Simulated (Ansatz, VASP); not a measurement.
One calculation of Cu3Pt, two programs

Contents of INCAR:

```
PREC     = Accurate       # precision mode
ENCUT    = 520            # plane-wave cutoff, eV
EDIFF    = 1E-8           # SCF threshold, eV
ISMEAR   = -1             # smearing method
SIGMA    = 0.05           # smearing width, eV
LREAL    = F              # projectors in reciprocal space
LASPH    = T              # aspherical terms in the spheres
NELM     = 100            # most SCF steps
ALGO     = Normal         # electronic algorithm
ISIF     = 2              # what is computed and relaxed
LWAVE    = F              # write WAVECAR
LCHARG   = F              # write CHGCAR
GGA      = CA             # functional
LEFG     = T            
NBANDS   = 30             # bands
```

Contents of KPOINTS:

```
regular mesh
0
Gamma
  9 9 9
```

The input POSCAR:

```
Cu3Pt
1.0
    3.6342644633      0.0000000000      0.0000000000
    0.0000000000      3.6342644633      0.0000000000
    0.0000000000      0.0000000000      3.6342644633
Cu Pt
3 1
Direct
    0.0000000000      0.5000000000      0.5000000000
    0.5000000000      0.0000000000      0.5000000000
    0.5000000000      0.5000000000      0.0000000000
    0.0000000000      0.0000000000      0.0000000000
```

Input for Ansatz:

```yaml
crystal:
  lattice:
    - [3.6342644633, 0.0, 0.0]
    - [0.0, 3.6342644633, 0.0]
    - [0.0, 0.0, 3.6342644633]
  atoms:
    - { symbol: Cu, position: [0.0, 0.5, 0.5] }
    - { symbol: Cu, position: [0.5, 0.0, 0.5] }
    - { symbol: Cu, position: [0.5, 0.5, 0.0] }
    - { symbol: Pt, position: [0.0, 0.0, 0.0] }
kpoints:
  mp_grid: { grid: [9, 9, 9] }
scf:
  occupations: { method: fermi_dirac, width: 0.05 }
hamiltonian:
  xc: lda
  pseudopotentials: { kind: all_electron, datasets: crystal }
output:
  forces: true
  stress: true
  eigenvalues: true
  efg: { contact_densities: true }
```

Change from the starting cell: volume scaled by 0.94, crystal datasets.

Alike in both runs: task electric field gradients; functional LDA; k mesh 9 × 9 × 9; occupations fermi-dirac, width 0.05 eV; no spin polarisation.

```csv
,VASP,Ansatz
version,VASP 6.6.1,Ansatz 0.2.0
potentials or method,"VASP PAW LDA potentials, release 64 (Cu, Pt), cutoff 520 eV","all-electron PAW with datasets made for the crystal, scalar-relativistic"
```

|  | VASP | Ansatz | Ansatz less VASP |
| --- | --- | --- | --- |
| pressure (GPa) | 0.1 | -0.8 | -0.90 |
| size of Vzz on the site where it differs most (V/Å²) | 31.6 | 27.5 | -4.12 |

LDA's correlation is that of Perdew and Zunger in VASP and of Perdew and Wang (1992) in Ansatz. Ansatz ran all-electron here, and VASP with PAW potentials.

Neither program's run includes spin-orbit coupling.
